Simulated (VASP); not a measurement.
A run of VASP 6.6.1 is set up as follows.

INCAR

```
SYSTEM = Sn2Se
ALGO = Normal
EDIFF = 1E-6
EDIFFG = -0.04
ENCUT = 600
GGA = PE
IBRION = 2
ISIF = 3
ISMEAR = 0
LASPH = .True.
LCHARG = .False.
LREAL = .False.
LWAVE = .False.
NELM = 100
NSW = 90
PREC = Accurate
SIGMA = 0.1
```

File KPOINTS:

```
k-points
0
Gamma
  6 6 4
  0 0 0
```

File POSCAR:

```
Sn2Se
1.0
    4.4408332600      0.0000000000      0.0000000000
   -2.2204166300      3.8458744200      0.0000000000
    0.0000000000      0.0000000000      4.8002724900
Sn Se
2 1
Direct
    0.3333333300      0.6666666700      0.5000000000
    0.6666666700      0.3333333300      0.5000000000
    0.0000000000      0.0000000000      0.0000000000
```

Potentials or basis: VASP PAW PBE potentials, release 64 (Sn_d, Se).

Run with:

```console
$ cat potpaw_PBE.64/Sn_d/POTCAR potpaw_PBE.64/Se/POTCAR > POTCAR
$ mpirun -np 1 vasp_std > vasp.out
```

(1) Estimate the relaxed cell.

(2) Estimate the band gap on the k mesh.

(3) Predict the relaxed volume.

(4) What does it give for the space group after relaxing (to 0.1 Å)?

Results:

(1) a = 4.971 Å, b = 4.971 Å, c = 3.896 Å, α = 90.00°, β = 90.00°, γ = 120.00°.

(2) zero (bands 17 and 18 overlap by 2.50 eV).

(3) 27.79 Å³/atom.

(4) P6/mmm (No. 191).

Caveat: a cell axis changed by over 15 % at a fixed basis, so the end point is rough; spin-orbit coupling is left out, which moves the levels of the heavy elements.
